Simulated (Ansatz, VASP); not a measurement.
Ni in VASP and in Ansatz

```xyz
1
Lattice="-1.4005 1.4005 1.4005 1.4005 -1.4005 1.4005 1.4005 1.4005 -1.4005" Properties=species:S:1:pos:R:3 pbc="T T T"
Ni    0.0000    0.0000    0.0000
```

Alike in both runs: functional PBE; k mesh 28 × 28 × 28; occupations gaussian, width 0.1 eV; collinear spin.

Ansatz relaxed the structure, and its values are those at the end. VASP's run is a single point on that final structure, the one shown.

```csv
,VASP,Ansatz
version,VASP 6.6.1,Ansatz 0.2.0
potentials or method,"VASP PAW PBE potentials, release 64 (Ni), cutoff 520 eV","scalar-relativistic, plane waves, PAW"
valence electrons in the cell,10,18
```

```csv
,VASP,Ansatz,Ansatz less VASP
gap on the k mesh at the Fermi level (eV),none,none,-
pressure (GPa),-0.2,0.0,+0.21
net moment per atom (μB),0.56,0.57,+0.009
size of the moment on the site where the two differ most (μB),0.57,0.60,+0.031
```

Site moments also hang on the region over which each program counts them. A gap of «none» marks a metal or a gap that the smearing closes. The functional is the same, so the differences come from potentials, cutoffs and numerics. VASP's potentials hold 10 valence electrons a cell and Ansatz's 18, so a difference there can come from the potentials and not from the codes.
